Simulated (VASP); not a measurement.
Write the native input for VASP 6.6.1 that does the following.

| Quantity | Value |
| --- | --- |
| Task | single point |
| Functional | PBE |
| Potentials or basis | VASP PAW PBE potentials, release 64 (K_sv) |
| Cutoff | 520 eV |
| k mesh | 14 × 14 × 14 |
| Occupations | gaussian, width 0.15 eV |
| Spin | no spin polarisation |
| Dipole correction | no |
| Further INCAR settings | ALGO = Fast; EDIFF = 1e-06; NBANDS = 10 |

The structure of K lies in POSCAR:

```
K
1.0
   -2.5983650000      2.5983650000      2.6180000000
    2.5983650000     -2.5983650000      2.6180000000
    2.6376350000      2.6376350000     -2.6180000000
K
1
Direct
    0.0000000000      0.0000000000      0.0000000000
```

This cell differs from its parent crystal: strain +0.0150 x Voigt [0, 0, 0, 0, 0, 1].

The input as run:

INCAR

```
ALGO = Fast
EDIFF = 1E-6
ENCUT = 520
GGA = PE
ISIF = 2
ISMEAR = 0
LASPH = T
LCHARG = T
LELF = T
LREAL = F
LVHAR = T
LWAVE = F
NBANDS = 10
NELM = 80
PREC = Accurate
SIGMA = 0.15
```

KPOINTS

```
k-points
0
Gamma
  14 14 14
```

Potentials or basis: VASP PAW PBE potentials, release 64 (K_sv).

The run is started by

```console
$ cat potpaw_PBE.64/K_sv/POTCAR > POTCAR
$ mpirun -np 1 vasp_std > vasp.out
```

It gave:

```json
{"Pressure": "0.1 GPa"}
```

Caveat: the cell differs from its parent crystal (strain +0.0150 x Voigt [0, 0, 0, 0, 0, 1]).

It took 8.4 min on 1 thread of Oxide Virtual Turin-like Processor (shared host), peak memory 0.38 GiB.
